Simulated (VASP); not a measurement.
Crystal: Ga3N4.

```
Ga N
1.0
    -2.21014    2.21014    4.37461
     2.21014   -2.21014    4.37461
     2.21014    2.21014   -4.37461
Ga N
3 4
Direct
  0.25000 0.75000 0.50000
  0.50000 0.50000 0.00000
  0.75000 0.25000 0.50000
  0.00000 0.50000 0.50000
  0.24412 0.24412 0.00000
  0.50000 0.00000 0.50000
  0.75588 0.75588 0.00000
```

```yaml
Program: VASP 6.6.1
Task: relaxation of cell and atoms
Functional: PBE
Potentials_or_basis: VASP PAW PBE potentials, release 64 (Ga_d, N)
Cutoff: 600 eV
k_mesh: 6 × 6 × 6
Occupations: gaussian, width 0.1 eV
Spin: collinear spin, ferromagnetic start
Starting_moments: "[0.0, 0.0, 0.0, 1.0, 1.0, 1.0, 1.0] μB"
```

At the start: pressure -17.3 GPa; volume 12.21 Å³/atom.

Task: How do energy, volume and symmetry change on relaxing?

Result: Over 9 steps the energy falls by 128.9 meV/atom and the volume is 10.79 Å³/atom (-11.6 %); space group I4/mmm (No. 139, to 0.05 Å); moment 2.92 μB per cell.

The path:
```
step  energy change (eV)  largest force (eV/Å)  pressure (GPa)  volume (Å³)
   1              0.0000                1.5562          -17.30        85.47
   2             -0.6711                0.3438           11.97        70.18
   3             -0.8020                0.7759            1.19        74.02
   4             -0.8549                0.5078            0.99        74.45
   5             -0.8959                0.0130            0.86        75.18
   6             -0.8963                0.0767            0.72        75.26
   7             -0.9012                0.0403           -0.94        76.02
   8             -0.9014                0.0193           -0.54        75.88
   9             -0.9026                0.0109            0.22        75.52
```

Final structure:
```
Ga N
1.0
    -2.10461    2.10461    4.26249
     2.10461   -2.10461    4.26249
     2.10461    2.10461   -4.26249
Ga N
3 4
Direct
  0.25000 0.75000 0.50000
  0.50000 0.50000 0.00000
  0.75000 0.25000 0.50000
  0.00000 0.50000 0.50000
  0.26367 0.26367 0.00000
  0.50000 0.00000 0.50000
  0.73633 0.73633 0.00000
```
